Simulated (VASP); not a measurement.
Wanted: the native input for a VASP 6.6.1 run.

| Quantity | Value |
| --- | --- |
| Task | single point |
| Functional | PBE |
| Potentials or basis | VASP PAW PBE potentials, release 64 (Ti_sv, W_sv) |
| Cutoff | 520 eV |
| k mesh | 4 × 4 × 4 |
| Occupations | gaussian, width 0.1 eV |
| Spin | no spin polarisation |
| Dipole correction | no |
| Further INCAR settings | ALGO = Normal; EDIFF = 1e-06; NBANDS = 39 |

The structure of Ti4W lies in POSCAR:

```
Ti4W
1.0
    4.1103742700      0.0000000000      0.0000000000
    0.0000000000      4.1103742700      0.0000000000
    0.0000000000      0.0000000000      4.1103742700
Ti W
4 1
Direct
    0.5000000000      0.5000000000      0.5000000000
    0.0000000000      0.5000000000      0.5000000000
    0.5000000000      0.0000000000      0.5000000000
    0.5000000000      0.5000000000      0.0000000000
    0.0000000000      0.0000000000      0.0000000000
```

These files were run (other wordings do the same):

INCAR

```
SYSTEM = Ti4W
  PREC = Accurate
  ENCUT = 520
  EDIFF = 1E-6
  ISMEAR = 0
  SIGMA = 0.1
  LREAL = .FALSE.
  LASPH = .TRUE.
  NELM = 100
  ALGO = Normal
  ISIF = 2
  LWAVE = .FALSE.
  LCHARG = .FALSE.
  GGA = PE
  NBANDS = 39
```

KPOINTS

```
regular mesh
0
G
  4 4 4
  0 0 0
```

Potentials or basis: VASP PAW PBE potentials, release 64 (Ti_sv, W_sv).

Launch:

```console
$ cat potpaw_PBE.64/Ti_sv/POTCAR potpaw_PBE.64/W_sv/POTCAR > POTCAR
$ mpirun -np 1 vasp_std > vasp.out
```

It gave:

```
Pressure               : 45.0 GPa
Band gap on the k mesh : zero (band 31 reaches 11.43 eV, above the bottom of band 32 at 10.36 eV)
```

Caveat: the k points lie up to 0.38 Å⁻¹ apart; spin-orbit coupling is left out, which moves the levels of the heavy elements.

It took 49 s on 1 thread of Intel(R) Xeon(R) Platinum 8488C (Sapphire Rapids), with other jobs on the host, peak memory 0.18 GiB.
